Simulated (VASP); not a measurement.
# Cu (Fd-3m) in VASP: settings compared, part 2 of 2

VASP 6.6.1. The steps go on from the part before.

### 5 Single point, PBEsol

Contents of INCAR:

```
SYSTEM = Cu
PREC = Accurate ; ENCUT = 600
EDIFF = 1E-6 ; ISMEAR = -1
SIGMA = 0.1 ; LREAL = .FALSE.
LASPH = .TRUE. ; NELM = 120
ALGO = Normal ; ISIF = 2
LWAVE = .FALSE. ; LCHARG = .TRUE.
GGA = PS ; LELF = .TRUE.
LVHAR = .TRUE. ; NBANDS = 18
GGA_COMPAT = .FALSE.
```

Contents of KPOINTS:

```
regular mesh
0
G
  14 14 14
  0 0 0
```

Contents of POSCAR:

```
Cu
1.0
    0.0000000000      2.0762657668      2.0762657668
    2.0762657668      0.0000000000      2.0762657668
    2.0762657668      2.0762657668      0.0000000000
Cu
2
Direct
   -0.1250000000     -0.1250000000     -0.1250000000
    0.1250000000      0.1250000000      0.1250000000
```

Potentials or basis: VASP PAW PBE potentials, release 64 (Cu).

Run with:

```sh
$ cat potpaw_PBE.64/Cu/POTCAR > POTCAR
$ mpirun -np 1 vasp_std > vasp.out
```

OUTCAR:

```text
SYSTEM = Cu
   PREC = Accurate
   ENCUT = 600
   EDIFF = 1E-6
   ISMEAR = -1
   LREAL = .FALSE.
   LASPH = .TRUE.
   NELM = 120
   ISIF = 2
   GGA = PS

 ion  position               nearest neighbor table
   1  0.875  0.875  0.875-   2 1.80   2 1.80   2 1.80   2 1.80
   2  0.125  0.125  0.125-   1 1.80   1 1.80   1 1.80   1 1.80

  LATTYP: Found a face centered cubic cell.
 ALAT       =     4.1525315336

  Lattice vectors:

 A1 = (   0.0000000000,   2.0762657668,   2.0762657668)
 A2 = (   2.0762657668,   0.0000000000,   2.0762657668)
 A3 = (   2.0762657668,   2.0762657668,   0.0000000000)

Analysis of symmetry for initial positions (statically):
=====================================================================
 Subroutine PRICEL returns:
 Original cell was already a primitive cell.

 Routine SETGRP: Setting up the symmetry group for a
 face centered cubic supercell.

 Subroutine GETGRP returns: Found 48 space group operations
 (whereof 12 operations were pure point group operations)
[... 161 lines left out ...]
  free energy    TOTEN  =         1.06006892 eV

  energy without entropy =        1.07610386  energy(sigma->0) =        1.06808639

 E-fermi :  12.2853     XC(G=0): -14.3330

 val. band max:       12.2363341078   @ k =   0.5000   0.0000   0.0000
 cond. band min:      12.2943570476   @ k =  -0.4286   0.2143   0.0714
 fundamental gap:      0.0580229398
 Fermi energy:        12.2852766877

 k-point     1 :       0.0000    0.0000    0.0000
  band No.  band energies     occupation
      1       0.1981      2.00000
      2       4.7926      2.00000
      3       4.7926      2.00000
      4       5.2494      2.00000
      5       5.2494      2.00000
      6       5.2494      2.00000
[... 481 lines left out ...]
      5       5.4871      2.00000
      6       6.2382      2.00000
[... 10 lines left out ...]
     17      32.8018      0.00000
     18      33.7765      0.00000

 [... further k-points ...]

------------------------ aborting loop because EDIFF is reached ----------------------------------------

  FORCE on cell =-STRESS in cart. coord.  units (eV):
  Direction    XX          YY          ZZ          XY          YZ          ZX
  --------------------------------------------------------------------------------------
  -------------------------------------------------------------------------------------
  Total       28.2496178     28.2496178     28.2496178      0.0000000      0.0000000     -0.0000000
  in kB     2528.3915618   2528.3915618   2528.3915618      0.0000000      0.0000000     -0.0000000
  external PRESSURE =    2528.3915618 kB  Pullay stress =       0.0000000 kB

 VOLUME and BASIS-vectors are now :
 -----------------------------------------------------------------------------
  energy-cutoff  :      600.00
  volume of cell :       17.90
      direct lattice vectors                 reciprocal lattice vectors
     0.000000000  2.076265767  2.076265767    -0.240816955  0.240816955  0.240816955
     2.076265767  0.000000000  2.076265767     0.240816955 -0.240816955  0.240816955
     2.076265767  2.076265767  0.000000000     0.240816955  0.240816955 -0.240816955

 POSITION                                       TOTAL-FORCE (eV/Angst)
 -----------------------------------------------------------------------------------
      3.63347      3.63347      3.63347         0.000000     -0.000000     -0.000000
      0.51907      0.51907      0.51907        -0.000000      0.000000      0.000000
 -----------------------------------------------------------------------------------
    total drift:                                0.000000      0.000000      0.000000

  FREE ENERGIE OF THE ION-ELECTRON SYSTEM (eV)
  ---------------------------------------------------
  free  energy   TOTEN  =         1.0600689173 eV

  energy  without entropy=        1.0761038615  energy(sigma->0) =        1.06808639
```

stdout:

```text
POSCAR found type information on POSCAR Cu
 POSCAR found :  1 types and       2 ions
 scaLAPACK will be used
 -----------------------------------------------------------------------------
|                                                                             |
|                                                                             |
|     You enforced a specific xc type in the INCAR file but a different       |
|     I HOPE YOU KNOW WHAT YOU ARE DOING!                                     |
|                                                                             |
 -----------------------------------------------------------------------------

 LDA part: xc-table for (Slater+PW92), standard interpolation
 POSCAR, INCAR and KPOINTS ok, starting setup
 FFT: planning ... GRIDC
 FFT: planning ... GRID_SOFT
 FFT: planning ... GRID
 WAVECAR not read
 entering main loop
```

It took 19 s on 1 thread of Intel Xeon Platinum 8488C (Sapphire Rapids), shared host; peak memory 0.16 GiB.

Results:

| Property | Result |
| --- | --- |
| Free energy | 1.0601 eV |
| Pressure | 252.8 GPa |
| Band gap on the k mesh | zero (band 11 reaches 13.46 eV, above the bottom of band 12 at 12.20 eV) |

Caveat: the PAW data sets were made with another functional, which shifts forces and pressure a little.

### 6 Single point, RPBE

This run uses another cell than the first one, of 8.95 Å³/atom, 0.633 times its volume.

Contents of INCAR:

```
ALGO = Normal
EDIFF = 1E-6
ENCUT = 600
GGA = RP
GGA_COMPAT = False
ISIF = 2
ISMEAR = -4
LASPH = True
LCHARG = False
LREAL = False
LWAVE = False
NBANDS = 18
NELM = 120
PREC = Accurate
SIGMA = 0.1
```

Contents of KPOINTS:

```
k-points
0
Gamma
  14 14 14
```

POSCAR is that of step 5.

Potentials or basis: VASP PAW PBE potentials, release 64 (Cu).

Run with:

```sh
$ cat potpaw_PBE.64/Cu/POTCAR > POTCAR
$ mpirun -np 1 vasp_std > vasp.out
```

Wall time 19 s (1 thread of Intel Xeon Platinum 8488C (Sapphire Rapids), shared host); peak memory 0.16 GiB.

Results (log left out):

```
Free energy            : 4.2450 eV
Pressure               : 274.6 GPa
Band gap on the k mesh : zero (band 11 reaches 13.82 eV, above the bottom of band 12 at 12.56 eV)
```

Levels at points of the mesh, in eV from the Fermi level:
| k point | band 8 | band 9 | band 10 | band 11 | band 12 | band 13 | band 14 | band 15 |
| --- | --- | --- | --- | --- | --- | --- | --- | --- |
| (0.00, 0.00, 0.00) | -4.40 | -4.40 | -2.25 | -2.25 | 16.20 | 16.20 | 16.20 | 16.41 |
| (0.50, 0.00, 0.00) | -3.64 | -3.64 | -2.60 | -2.60 | -0.15 | 11.77 | 11.77 | 13.66 |
| (0.50, 0.50, 0.00) | -4.90 | -2.35 | -2.35 | 0.23 | 0.23 | 4.33 | 4.33 | 12.18 |

Caveat: the PAW data sets were made with another functional, which shifts forces and pressure a little.

### 7 The runs side by side

```tsv
task	level	cell	smearing	gap on the mesh (eV)	pressure (GPa)
relaxation of cell and atoms	PBEsol	relaxed from a = 3.419 Å, angles 60.0°, 2 atoms	fermi-dirac 0.1 eV	none	0.0
single point	PBEsol	a = 2.792 Å, angles 60.0°, 2 atoms	fermi-dirac 0.1 eV	none	423.2
single point	PBEsol	a = 2.936 Å, angles 60.0°, 2 atoms	fermi-dirac 0.1 eV	none	252.8
single point	RPBE	a = 2.936 Å, angles 60.0°, 2 atoms	tetrahedron	none	274.6
```

Alike in all rows: potentials or basis VASP PAW PBE potentials, release 64 (Cu); no spin polarisation; k mesh 14 × 14 × 14; cutoff (eV) 600.

Caveats: the PAW data sets were made with another functional, which shifts forces and pressure a little; the volume moved by over 15 % at a fixed basis, so the end points are rough (some runs).

Total energies depend on the potentials used, so only differences within one code and one set of settings carry meaning.
